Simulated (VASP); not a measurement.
# InAs (rocksalt type) (Fm-3m) in VASP: a series of runs, part 2 of 3

VASP 6.6.1. Earlier steps stand in the parts before.

### Step 3. Single point, r2SCAN (12.62 Å³/atom)

Contents of POSCAR:

```
InAs
1.0
    0.0000000000      2.3282939243      2.3282939243
    2.3282939243      0.0000000000      2.3282939243
    2.3282939243      2.3282939243      0.0000000000
In As
1 1
Direct
    0.0000000000      0.0000000000      0.0000000000
    0.5000000000      0.5000000000      0.5000000000
```

Contents of INCAR.step1:

```
PREC = Accurate ; ENCUT = 550
ISMEAR = -1 ; SIGMA = 0.05
LREAL = F ; LASPH = T
NELM = 120 ; NBANDS = 16
GGA = PE ; ALGO = Normal
EDIFF = 1E-5 ; LWAVE = T
LCHARG = F ; GGA_COMPAT = F
```

Contents of INCAR.step2:

```
PREC = Accurate ; ENCUT = 550
EDIFF = 1E-6 ; ISMEAR = -1
SIGMA = 0.05 ; LREAL = F
LASPH = T ; NELM = 120
ALGO = Normal ; ISIF = 2
LWAVE = F ; LCHARG = T
METAGGA = R2SCAN ; LMIXTAU = T
LELF = T ; LVHAR = T
NBANDS = 16 ; ISTART = 1
GGA_COMPAT = F
```

Contents of KPOINTS:

```
regular mesh
0
Gamma
  13 13 13
```

Potentials or basis: VASP PAW PBE potentials, release 64 (In_d, As).

Command:

```console
> cat potpaw_PBE.64/In_d/POTCAR potpaw_PBE.64/As/POTCAR > POTCAR
> cp INCAR.step1 INCAR
> mpirun -np 1 vasp_std > vasp.out
> cp INCAR.step2 INCAR
> mpirun -np 1 vasp_std > vasp.out
```

OUTCAR:

```text
PREC = Accurate
   ENCUT = 550
   EDIFF = 1E-6
   ISMEAR = -1
   LREAL = F
   LASPH = T
   NELM = 120
   ISIF = 2
   METAGGA = R2SCAN
   ISTART = 1

 ion  position               nearest neighbor table
   1  0.000  0.000  0.000-   2 2.33   2 2.33   2 2.33   2 2.33   2 2.33   2 2.33
   2  0.500  0.500  0.500-   1 2.33   1 2.33   1 2.33   1 2.33   1 2.33   1 2.33

  LATTYP: Found a face centered cubic cell.
 ALAT       =     4.6565878486

  Lattice vectors:

 A1 = (   0.0000000000,   2.3282939243,   2.3282939243)
 A2 = (   2.3282939243,   0.0000000000,   2.3282939243)
 A3 = (   2.3282939243,   2.3282939243,   0.0000000000)

Analysis of symmetry for initial positions (statically):
=====================================================================
 Subroutine PRICEL returns:
 Original cell was already a primitive cell.

 Routine SETGRP: Setting up the symmetry group for a
 face centered cubic supercell.

 Subroutine GETGRP returns: Found 48 space group operations
 (whereof 48 operations were pure point group operations)
 out of a pool of 48 trial point group operations.

The static configuration has the point symmetry O_h .

Analysis of symmetry for dynamics (positions and initial velocities):
[... 161 lines left out ...]
 val. band max:       15.8878010132   @ k =  -0.2308   0.2308   0.0000
 cond. band min:      16.0231377489   @ k =   0.4615   0.3077   0.0000
 fundamental gap:      0.1353367356
 Fermi energy:        15.9770193772

 k-point     1 :       0.0000    0.0000    0.0000
  band No.  band energies     occupation
      1      -3.5714      2.00000
      2      -1.2888      2.00000
      3      -1.2888      2.00000
      4      -1.2591      2.00000
      5      -1.2591      2.00000
      6      -1.2591      2.00000
[... 433 lines left out ...]
      3      -1.5045      2.00000
      4      -1.0868      2.00000
      5      -0.8336      2.00000
      6       1.0501      2.00000
[... 8 lines left out ...]
     15      31.0751      0.00000
     16      33.5921      0.00000

 [... further k-points ...]

------------------------ aborting loop because EDIFF is reached ----------------------------------------

  FORCE on cell =-STRESS in cart. coord.  units (eV):
  Direction    XX          YY          ZZ          XY          YZ          ZX
  --------------------------------------------------------------------------------------
  -------------------------------------------------------------------------------------
  Total       27.7615296     27.7615296     27.7615296      0.0000000      0.0000000     -0.0000000
  in kB     1762.0189054   1762.0189054   1762.0189054      0.0000000      0.0000000     -0.0000000
  external PRESSURE =    1762.0189054 kB  Pullay stress =       0.0000000 kB

 VOLUME and BASIS-vectors are now :
 -----------------------------------------------------------------------------
  energy-cutoff  :      550.00
  volume of cell :       25.24
      direct lattice vectors                 reciprocal lattice vectors
     0.000000000  2.328293924  2.328293924    -0.214749519  0.214749519  0.214749519
     2.328293924  0.000000000  2.328293924     0.214749519 -0.214749519  0.214749519
     2.328293924  2.328293924  0.000000000     0.214749519  0.214749519 -0.214749519

 POSITION                                       TOTAL-FORCE (eV/Angst)
 -----------------------------------------------------------------------------------
      0.00000      0.00000      0.00000         0.000000     -0.000000      0.000000
      2.32829      2.32829      2.32829        -0.000000      0.000000     -0.000000
 -----------------------------------------------------------------------------------
    total drift:                               -0.000000      0.000000      0.000000

  FREE ENERGIE OF THE ION-ELECTRON SYSTEM (eV)
  ---------------------------------------------------
  free  energy   TOTEN  =       -31.0573482286 eV

  energy  without entropy=      -31.0548758281  energy(sigma->0) =      -31.05611203
```

OSZICAR.step1:

```text
N       E                     dE             d eps       ncg     rms          rms(c)
DAV:   1     0.122306142390E+03    0.12231E+03   -0.90024E+03  2776   0.166E+03
DAV:   2     0.498037321547E+01   -0.11733E+03   -0.11181E+03  3032   0.343E+02
DAV:   3    -0.108347109219E+01   -0.60638E+01   -0.59780E+01  3448   0.723E+01
DAV:   4    -0.117873558153E+01   -0.95264E-01   -0.95243E-01  3344   0.860E+00
DAV:   5    -0.118255465597E+01   -0.38191E-02   -0.38190E-02  3736   0.163E+00    0.125E+01
DAV:   6    -0.715156212050E+00    0.46740E+00   -0.40302E-01  4080   0.206E+01    0.641E+00
DAV:   7    -0.592478290547E+00    0.12268E+00   -0.20929E-01  4264   0.903E+00    0.121E+00
DAV:   8    -0.584891893838E+00    0.75864E-02   -0.23703E-02  3680   0.247E+00    0.621E-01
DAV:   9    -0.584584893694E+00    0.30700E-03   -0.10426E-03  3888   0.290E-01    0.333E-01
DAV:  10    -0.584321259035E+00    0.26363E-03   -0.17490E-04  3488   0.277E-01    0.119E-01
DAV:  11    -0.584329447353E+00   -0.81883E-05   -0.27229E-05  3336   0.537E-02
   1 F= -.58432945E+00 E0= -.58313453E+00  d E =-.238983E-02
```

It took 2.3 min on 1 thread of AMD EPYC 7R13 (Zen 3), shared host; peak memory 0.16 GiB.

Results:

```yaml
Free_energy: -31.0573 eV
Pressure: 176.2 GPa
Band_gap_on_the_k_mesh: zero (bands 9 and 10 overlap by 2.45 eV)
```

Caveat: the cell stands under pressure; the PAW data sets were made with another functional, which shifts forces and pressure a little; spin-orbit coupling is left out, which moves the levels of the heavy elements.

### Step 4. Single point, r2SCAN (14.69 Å³/atom)

This run uses another cell than the first one, of 14.69 Å³/atom.

Contents of POSCAR:

```
InAs
1.0
    0.0000000000      2.4489329786      2.4489329786
    2.4489329786      0.0000000000      2.4489329786
    2.4489329786      2.4489329786      0.0000000000
In As
1 1
Direct
    0.0000000000      0.0000000000      0.0000000000
    0.5000000000      0.5000000000      0.5000000000
```

Contents of INCAR.step1:

```
SYSTEM = InAs
ALGO = Normal ; EDIFF = 1E-5
ENCUT = 550 ; GGA = PE
GGA_COMPAT = .False. ; ISMEAR = -1
LASPH = .True. ; LCHARG = .False.
LREAL = .False. ; LWAVE = .True.
NBANDS = 16 ; NELM = 120
PREC = Accurate ; SIGMA = 0.05
```

Contents of INCAR.step2:

```
SYSTEM = InAs
ALGO = Normal ; EDIFF = 1E-6
ENCUT = 550 ; GGA_COMPAT = .False.
ISIF = 2 ; ISMEAR = -1
ISTART = 1 ; LASPH = .True.
LCHARG = .False. ; LMIXTAU = .True.
LREAL = .False. ; LWAVE = .False.
METAGGA = R2SCAN ; NBANDS = 16
NELM = 120 ; PREC = Accurate
SIGMA = 0.05
```

Contents of KPOINTS:

```
k-points
0
Gamma
  13 13 13
  0 0 0
```

Potentials or basis: VASP PAW PBE potentials, release 64 (In_d, As).

Command:

```console
> cat potpaw_PBE.64/In_d/POTCAR potpaw_PBE.64/As/POTCAR > POTCAR
> cp INCAR.step1 INCAR
> mpirun -np 1 vasp_std > vasp.out
> cp INCAR.step2 INCAR
> mpirun -np 1 vasp_std > vasp.out
```

OUTCAR:

```text
SYSTEM = InAs
   EDIFF = 1E-6
   ENCUT = 550
   ISIF = 2
   ISMEAR = -1
   ISTART = 1
   LASPH = .True.
   LREAL = .False.
   METAGGA = R2SCAN
   NELM = 120
   PREC = Accurate

 ion  position               nearest neighbor table
   1  0.000  0.000  0.000-   2 2.45   2 2.45   2 2.45   2 2.45   2 2.45   2 2.45
   2  0.500  0.500  0.500-   1 2.45   1 2.45   1 2.45   1 2.45   1 2.45   1 2.45

  LATTYP: Found a face centered cubic cell.
 ALAT       =     4.8978659572

  Lattice vectors:

 A1 = (   0.0000000000,   2.4489329786,   2.4489329786)
 A2 = (   2.4489329786,   0.0000000000,   2.4489329786)
 A3 = (   2.4489329786,   2.4489329786,   0.0000000000)

Analysis of symmetry for initial positions (statically):
=====================================================================
 Subroutine PRICEL returns:
 Original cell was already a primitive cell.

 Routine SETGRP: Setting up the symmetry group for a
 face centered cubic supercell.

 Subroutine GETGRP returns: Found 48 space group operations
 (whereof 48 operations were pure point group operations)
 out of a pool of 48 trial point group operations.

The static configuration has the point symmetry O_h .

Analysis of symmetry for dynamics (positions and initial velocities):
=====================================================================
 Subroutine PRICEL returns:
 Original cell was already a primitive cell.

 Routine SETGRP: Setting up the symmetry group for a
 face centered cubic supercell.

 Subroutine GETGRP returns: Found 48 space group operations
 (whereof 48 operations were pure point group operations)
 out of a pool of 48 trial point group operations.

The dynamic configuration has the point symmetry O_h .

 Subroutine INISYM returns: Found 48 space group operations
 (whereof 48 operations are pure point group operations),
 and found     1 'primitive' translations

----------------------------------------------------------------------------------------

[... 111 lines left out ...]
     AMIX     =   0.40;   BMIX     =  1.00
     AMIX_MAG =   1.60;   BMIX_MAG =  1.00
  volume/ion in A,a.u.               =      14.69        99.11
  Fermi-wavevector in a.u.,A,eV,Ry     =   1.390525  2.627711 26.307674  1.933559
  Thomas-Fermi vector in A             =   2.514452
   LORBIT       =      0    0 simple, 1 ext, 2 COOP (PROOUT), +10 PAW based schemes
   METAGGA = R2SCAN    functional components
   LHFCALC =     F    Hartree Fock is set to
   AEXX    =    0.0000 exact exchange contribution
   IVDW    =     0    specifies the selected vdW correction
   LEPSILON=     F    determine dielectric tensor
   LRPA    =     F    only Hartree local field effects (RPA)
 non-spin polarized calculation
  energy-cutoff  :      550.00
  volume of cell :       29.37
 maximum number of plane-waves:       887
   NGX = 13   NGY = 13   NGZ = 13

 number of electron      18.0000002 magnetization

 Free energy of the ion-electron system (eV)
  ---------------------------------------------------
  ext. energy  EPLUGINS =         0.00000000
  ---------------------------------------------------
  free energy    TOTEN  =       -34.41520287 eV

  energy without entropy =      -34.41213273  energy(sigma->0) =      -34.41366780

 E-fermi :  12.8544     XC(G=0): -13.2785

 val. band max:       12.8497849790   @ k =  -0.2308   0.2308   0.0000
 cond. band min:      12.9119892293   @ k =   0.3846   0.0000   0.0000
 fundamental gap:      0.0622042504
 Fermi energy:        12.8543810966

 k-point     1 :       0.0000    0.0000    0.0000
  band No.  band energies     occupation
      1      -4.5043      2.00000
      2      -3.4490      2.00000
      3      -3.4490      2.00000
      4      -3.3939      2.00000
      5      -3.3939      2.00000
      6      -3.3939      2.00000
[... 433 lines left out ...]
      3      -3.5015      2.00000
      4      -3.2530      2.00000
      5      -3.1187      2.00000
      6      -0.7505      2.00000
[... 8 lines left out ...]
     15      27.4479      0.00000
     16      28.9314      0.00000

 [... further k-points ...]

------------------------ aborting loop because EDIFF is reached ----------------------------------------

  FORCE on cell =-STRESS in cart. coord.  units (eV):
  Direction    XX          YY          ZZ          XY          YZ          ZX
  --------------------------------------------------------------------------------------
  -------------------------------------------------------------------------------------
  Total       17.0650871     17.0650871     17.0650871      0.0000000      0.0000000     -0.0000000
  in kB      930.8043337    930.8043337    930.8043337      0.0000000      0.0000000     -0.0000000
  external PRESSURE =     930.8043337 kB  Pullay stress =       0.0000000 kB

 VOLUME and BASIS-vectors are now :
 -----------------------------------------------------------------------------
  energy-cutoff  :      550.00
  volume of cell :       29.37
      direct lattice vectors                 reciprocal lattice vectors
     0.000000000  2.448932979  2.448932979    -0.204170553  0.204170553  0.204170553
     2.448932979  0.000000000  2.448932979     0.204170553 -0.204170553  0.204170553
     2.448932979  2.448932979  0.000000000     0.204170553  0.204170553 -0.204170553

 POSITION                                       TOTAL-FORCE (eV/Angst)
 -----------------------------------------------------------------------------------
      0.00000      0.00000      0.00000         0.000000      0.000000      0.000000
      2.44893      2.44893      2.44893        -0.000000     -0.000000     -0.000000
 -----------------------------------------------------------------------------------
    total drift:                               -0.000000      0.000000      0.000000

  FREE ENERGIE OF THE ION-ELECTRON SYSTEM (eV)
  ---------------------------------------------------
  free  energy   TOTEN  =       -34.4152028676 eV

  energy  without entropy=      -34.4121327322  energy(sigma->0) =      -34.41366780
```

OUTCAR.step1:

```text
SYSTEM = InAs
   EDIFF = 1E-5
   ENCUT = 550
   GGA = PE
   ISMEAR = -1
   LASPH = .True.
   LREAL = .False.
[... 675 lines left out ...]
      0.00000      0.00000      0.00000         0.000000      0.000000      0.000000
      2.44893      2.44893      2.44893         0.000000      0.000000     -0.000000
 -----------------------------------------------------------------------------------
    total drift:                               -0.000000      0.000000      0.000000

  FREE ENERGIE OF THE ION-ELECTRON SYSTEM (eV)
  ---------------------------------------------------
  free  energy   TOTEN  =        -3.9489593225 eV

  energy  without entropy=       -3.9446912647  energy(sigma->0) =       -3.94682529
```

Run time: 2.5 min. Hardware: 1 thread of AMD EPYC 7R13 (Zen 3), shared host; peak memory 0.16 GiB.

What came out:

```
Free energy            : -34.4152 eV
Pressure               : 93.1 GPa
Band gap on the k mesh : zero (bands 9 and 10 overlap by 2.67 eV)
```

Caveat: the cell stands under pressure; the PAW data sets were made with another functional, which shifts forces and pressure a little; spin-orbit coupling is left out, which moves the levels of the heavy elements.

(Part 2 of 3 ends here.)

The gap in the log of VASP goes by the Fermi energy; the results here count the filled bands.